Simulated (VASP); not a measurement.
Zn24O23 (a cell with a defect): single point with PBE

The system is Zn24O23 (a cell with a defect).

```
CELL_PARAMETERS angstrom
-3.27939 -5.68007 5.29323
6.55878 0.00000 5.29323
-3.27939 5.68007 5.29323
ATOMIC_POSITIONS crystal
Zn 0.66318 0.49652 0.32985
Zn 0.49979 0.33337 0.66821
Zn 0.83253 0.66846 0.99819
Zn 0.50004 0.83487 0.16645
Zn 0.83512 0.16486 0.49920
Zn 0.00154 0.33312 0.16671
Zn 0.33153 0.66587 0.50179
Zn 0.66721 0.00097 0.83463
Zn 0.16797 0.50055 0.83431
Zn 0.16764 0.00130 0.33388
Zn 0.00050 0.83383 0.66717
Zn 0.33394 0.16727 0.00060
Zn 0.50055 0.16742 0.33407
Zn 0.33358 0.00018 0.66787
Zn 0.66740 0.33388 0.00075
Zn 0.33408 0.50073 0.16721
Zn 0.66270 0.83859 0.50144
Zn 0.83460 0.00143 0.16634
Zn 0.16809 0.33300 0.50127
Zn 0.49967 0.66793 0.83476
Zn 0.00121 0.16692 0.83352
Zn 0.00525 0.66811 0.32937
Zn 0.83477 0.49603 0.67192
Zn 0.16685 0.83454 0.00025
O 0.62781 0.46139 0.79109
O 0.95766 0.79131 0.12776
O 0.62806 0.95776 0.29448
O 0.95798 0.29443 0.62432
O 0.12442 0.46114 0.29473
O 0.46110 0.79099 0.62464
O 0.79337 0.12730 0.95932
O 0.29265 0.62671 0.96063
O 0.29397 0.12599 0.46004
O 0.12557 0.95890 0.79224
O 0.46040 0.29373 0.12706
O 0.62896 0.29551 0.46042
O 0.46000 0.12599 0.79289
O 0.79376 0.46229 0.12884
O 0.46218 0.62709 0.29563
O 0.79195 0.95664 0.62486
O 0.96018 0.12653 0.29260
O 0.29319 0.45927 0.62684
O 0.62594 0.79351 0.95986
O 0.12622 0.29333 0.95932
O 0.12331 0.79153 0.45862
O 0.95819 0.62528 0.78997
O 0.29265 0.95955 0.12667
```

| Property | Result |
| --- | --- |
| Program | VASP 6.6.1 |
| Task | single point |
| Functional | PBE |
| Potentials or basis | VASP PAW PBE potentials, release 64 (Zn, O) |
| Cutoff | 520 eV |
| k mesh | 1 × 1 × 1 |
| Occupations | gaussian, width 0.01 eV |
| Spin | no spin polarisation |
| Dipole correction | no |
| Further INCAR settings | LREAL = Auto; ALGO = Normal; EDIFF = 1e-06; NBANDS = 242 |

The pressure is 1.1 GPa, the largest force is 0.055 eV/Å and the band gap on the k mesh is 2.01 eV.

Forces in eV/Å, atoms in the order of the input:
```
Zn   0.000  0.000  0.051
Zn   0.002 -0.003  0.001
Zn  -0.006 -0.006 -0.001
Zn  -0.004  0.000  0.001
Zn  -0.002  0.008 -0.001
Zn   0.002  0.003  0.001
Zn   0.008 -0.002 -0.001
Zn  -0.001 -0.007 -0.004
Zn   0.006  0.003 -0.004
Zn  -0.005  0.004 -0.004
Zn   0.000  0.000 -0.007
Zn   0.000  0.000  0.001
Zn  -0.006 -0.003  0.005
Zn  -0.005 -0.002 -0.004
Zn   0.006 -0.003  0.005
Zn   0.000  0.007  0.005
Zn  -0.044 -0.026 -0.020
Zn  -0.001  0.000 -0.002
Zn   0.000  0.001 -0.002
Zn   0.001 -0.001 -0.002
Zn   0.004 -0.003 -0.004
Zn  -0.001  0.051 -0.020
Zn   0.044 -0.025 -0.020
Zn   0.001  0.005 -0.004
O    0.006  0.014 -0.007
O    0.017 -0.005 -0.005
O    0.009 -0.012 -0.007
O   -0.013 -0.012 -0.005
O   -0.015 -0.002 -0.007
O   -0.004  0.017 -0.005
O    0.000 -0.005  0.002
O    0.005  0.003  0.002
O   -0.005  0.002  0.002
O    0.000  0.000  0.006
O    0.000  0.000 -0.005
O   -0.021  0.012 -0.002
O   -0.004  0.002  0.000
O    0.000 -0.025 -0.002
O    0.021  0.012 -0.002
O   -0.003  0.001  0.021
O   -0.001 -0.006 -0.001
O   -0.004  0.004 -0.001
O    0.005  0.002 -0.001
O    0.000 -0.004  0.000
O    0.002  0.002  0.021
O    0.001 -0.003  0.021
O    0.003  0.002  0.000
```

Stress tensor (GPa, compression positive):
```
0.78 0.00 0.00
0.00 0.78 0.00
0.00 0.00 1.83
```

Levels at points of the mesh, in eV from the valence-band top:
```csv
k point,band 210,band 211,band 212,band 213,band 214,band 215,band 216,band 217
"(0.00, 0.00, 0.00)",-0.12,-0.06,-0.06,0.00,2.01,3.64,3.68,3.68
```

It took 12 min on 1 thread of AMD EPYC 7R13, on a shared host, peak memory 0.52 GiB.

Caveat: the k points lie up to 0.75 Å⁻¹ apart.
